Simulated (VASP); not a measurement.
Write the native input for VASP 6.6.1 that does the following.

- Task: relaxation of cell and atoms
- Functional: PBE
- Potentials or basis: VASP PAW PBE potentials, release 64 (Ce, O)
- Cutoff: 600 eV
- k mesh: 8 × 8 × 8
- Occupations: gaussian, width 0.02 eV
- Spin: no spin polarisation
- Dipole correction: no
- Further INCAR settings: ALGO = Normal; EDIFF = 1e-07; IBRION = 2; EDIFFG = -0.003; NSW = 50; ISIF = 3

The structure of CeO2 lies in POSCAR:

```
CeO2
1.0
    0.0000000000      2.7429905387      2.7429905387
    2.7429905387      0.0000000000      2.7429905387
    2.7429905387      2.7429905387      0.0000000000
Ce O
1 2
Direct
    0.0000000000      0.0000000000      0.0000000000
    0.2500000000      0.2500000000      0.2500000000
    0.7500000000      0.7500000000      0.7500000000
```

One way to write it, as run:

INCAR

```
SYSTEM = CeO2
  PREC = Accurate
  ENCUT = 600
  EDIFF = 1E-7
  ISMEAR = 0
  SIGMA = 0.02
  LREAL = .FALSE.
  LASPH = .TRUE.
  NELM = 80
  ALGO = Normal
  ISIF = 3
  LWAVE = .FALSE.
  LCHARG = .FALSE.
  GGA = PE
  IBRION = 2
  NSW = 50
  EDIFFG = -0.003
```

KPOINTS

```
Automatic mesh
0
G
  8 8 8
  0 0 0
```

Potentials or basis: VASP PAW PBE potentials, release 64 (Ce, O).

Run with:

```bash
$ cat potpaw_PBE.64/Ce/POTCAR potpaw_PBE.64/O/POTCAR > POTCAR
$ mpirun -np 1 vasp_std > vasp.out
```

It gave:

| Item | Value |
| --- | --- |
| Relaxed volume | 13.59 Å³/atom |
| Relaxed cell | a = 3.863 Å, b = 3.863 Å, c = 3.863 Å, α = 60.00°, β = 60.00°, γ = 60.00° |
| Space group after relaxing (to 0.1 Å) | Fm-3m (No. 225) |
| Energy gained by relaxing | 1.2 meV/atom |
| Ionic steps | 3 |
| Pressure after relaxing | 0.0 GPa |
| Band gap on the k mesh | 1.87 eV (least direct gap 1.97 eV) |

Caveat: spin-orbit coupling is left out, which moves the levels of the heavy elements.

Run time: 2.1 min on 1 thread of Intel(R) Xeon(R) Platinum 8375C CPU @ 2.90GHz (Ice Lake) (shared host), peak memory 0.21 GiB.
